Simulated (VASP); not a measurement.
Wanted: the native input for a VASP 6.6.1 run.

- Task: single point
- Functional: r2SCAN
- Potentials or basis: VASP PAW PBE potentials, release 64 (Ag)
- Cutoff: 520 eV
- k mesh: 20 × 20 × 20
- Occupations: gaussian, width 0.15 eV
- Spin: no spin polarisation
- Dipole correction: no
- Further INCAR settings: ALGO = Normal; EDIFF = 1e-06; NBANDS = 12

Ag:

```xyz
1
Lattice="-1.6143 1.6143 1.5729 1.6143 -1.6143 1.5729 1.6143 1.6143 -1.5729" Properties=species:S:1:pos:R:3 pbc="T T T"
Ag    0.0000    0.0000    0.0000
```

This cell differs from its parent crystal: strain -0.025 along x and y, -0.050 along z.

One way to write it, as run:

POSCAR

```
Ag
1.0
   -1.6142626500      1.6142626500      1.5728713000
    1.6142626500     -1.6142626500      1.5728713000
    1.6142626500      1.6142626500     -1.5728713000
Ag
1
Direct
    0.0000000000      0.0000000000      0.0000000000
```

INCAR.step1

```
PREC = Accurate ; ENCUT = 520
ISMEAR = 0 ; SIGMA = 0.15
LREAL = F ; LASPH = T
NELM = 80 ; NBANDS = 12
GGA = PE ; ALGO = Normal
EDIFF = 1E-4 ; LWAVE = T
LCHARG = F
```

INCAR.step2

```
PREC = Accurate ; ENCUT = 520
EDIFF = 1E-6 ; ISMEAR = 0
SIGMA = 0.15 ; LREAL = F
LASPH = T ; NELM = 80
ALGO = Normal ; ISIF = 2
LWAVE = F ; LCHARG = F
METAGGA = R2SCAN ; LMIXTAU = T
NBANDS = 12 ; ISTART = 1
```

KPOINTS

```
Automatic mesh
0
Gamma
  20 20 20
```

Potentials or basis: VASP PAW PBE potentials, release 64 (Ag).

Run with:

```console
$ cat potpaw_PBE.64/Ag/POTCAR > POTCAR
$ cp INCAR.step1 INCAR
$ mpirun -np 1 vasp_std > vasp.out
$ cp INCAR.step2 INCAR
$ mpirun -np 1 vasp_std > vasp.out
```

Results of the run:

The pressure is 7.5 GPa and the band gap on the k mesh is zero (an odd number of electrons rules out a gap without spin polarisation).

Caveat: the cell differs from its parent crystal (strain -0.025 along x and y, -0.050 along z); the cell stands under pressure; the PAW data sets were made with another functional, which shifts forces and pressure a little.

Wall time 2.3 min on 1 thread of Intel(R) Xeon(R) 6975P-C (Granite Rapids), with other jobs on the host, peak memory 0.24 GiB.
